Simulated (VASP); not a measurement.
Set up this calculation in VASP 6.6.1, as the native input.

- Task: single point
- Functional: r2SCAN
- Potentials or basis: VASP PAW PBE potentials, release 64 (Tl_d)
- Cutoff: 520 eV
- k mesh: 18 × 18 × 10
- Occupations: gaussian, width 0.15 eV
- Spin: no spin polarisation
- Dipole correction: no
- Further INCAR settings: ALGO = Normal; EDIFF = 1e-07; NBANDS = 20

The system is Tl.

```xyz
2
Lattice="3.4560 0.0000 0.0000 -1.7280 2.9930 0.0000 0.0000 0.0000 5.5250" Properties=species:S:1:pos:R:3 pbc="T T T"
Tl    0.0000    1.9953    1.3813
Tl    1.7280    0.9977    4.1438
```

The input as run:

POSCAR

```
Tl
1.0
    3.4559983565      0.0000000000      0.0000000000
   -1.7279991783      2.9929823722      0.0000000000
    0.0000000000      0.0000000000      5.5250000000
Tl
2
Direct
    0.3333333333      0.6666666667      0.2500000000
    0.6666666667      0.3333333333      0.7500000000
```

INCAR.step1

```
SYSTEM = Tl
ALGO = Normal
EDIFF = 1E-4
ENCUT = 520
GGA = PE
ISMEAR = 0
LASPH = .True.
LCHARG = .False.
LREAL = .False.
LWAVE = .True.
NBANDS = 20
NELM = 100
PREC = Accurate
SIGMA = 0.15
```

INCAR.step2

```
SYSTEM = Tl
ALGO = Normal
EDIFF = 1E-7
ENCUT = 520
ISIF = 2
ISMEAR = 0
ISTART = 1
LASPH = .True.
LCHARG = .True.
LELF = .True.
LMIXTAU = .True.
LREAL = .False.
LVHAR = .True.
LWAVE = .False.
METAGGA = R2SCAN
NBANDS = 20
NELM = 100
PREC = Accurate
SIGMA = 0.15
```

KPOINTS

```
k-points
0
Gamma
  18 18 10
  0 0 0
```

Potentials or basis: VASP PAW PBE potentials, release 64 (Tl_d).

Launch:

```bash
$ cat potpaw_PBE.64/Tl_d/POTCAR > POTCAR
$ cp INCAR.step1 INCAR
$ mpirun -np 1 vasp_std > vasp.out
$ cp INCAR.step2 INCAR
$ mpirun -np 1 vasp_std > vasp.out
```

Results of the run:

- Pressure: 1.9 GPa
- Band gap on the k mesh: zero (band 13 reaches 10.20 eV, above the bottom of band 14 at 4.24 eV)

Caveat: the PAW data sets were made with another functional, which shifts forces and pressure a little; spin-orbit coupling is left out, which moves the levels of the heavy elements.

Run time: 11 min on 1 thread of Intel(R) Xeon(R) Platinum 8375C CPU @ 2.90GHz (Ice Lake), on a shared host, peak memory 0.33 GiB.
